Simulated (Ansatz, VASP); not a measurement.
One calculation of P, two programs

```
P
1.0
    -2.43474    0.00000   -0.00524
     0.00000   -2.43463    0.00000
    -0.99370    0.00000    9.58380
P
4
Cartesian
  -2.4521 0.0000 8.3824
  -2.4422 0.0000 3.5895
  -0.0025 0.0000 1.1982
  -0.0124 0.0000 5.9912
```

Alike in both runs: task single point; functional PBEsol; k mesh 24 × 24 × 6; occupations gaussian, width 0.15 eV; no spin polarisation.

|  | VASP | Ansatz |
| --- | --- | --- |
| version | VASP 6.6.1 | Ansatz 0.2.0 |
| potentials or method | VASP PAW PBE potentials, release 64 (P), cutoff 520 eV | scalar-relativistic, plane waves, PAW |
| valence electrons in the cell | 20 | 20 |

```tsv
	VASP	Ansatz	Ansatz less VASP
gap on the k mesh at the Fermi level (eV)	none	none	-
pressure (GPa)	0.8	0.7	-0.11
traceless stress, the component that is largest in VASP (GPa)	2.82	2.82	+0.002
rms of the force components (eV/Å)	0.253	0.251	-0.0025
```

VASP's potentials were made for PBE, not for PBEsol. Atom by atom the forces differ by 0.003 eV/Å (rms over components). A gap of «none» marks a metal or a gap that the smearing closes.
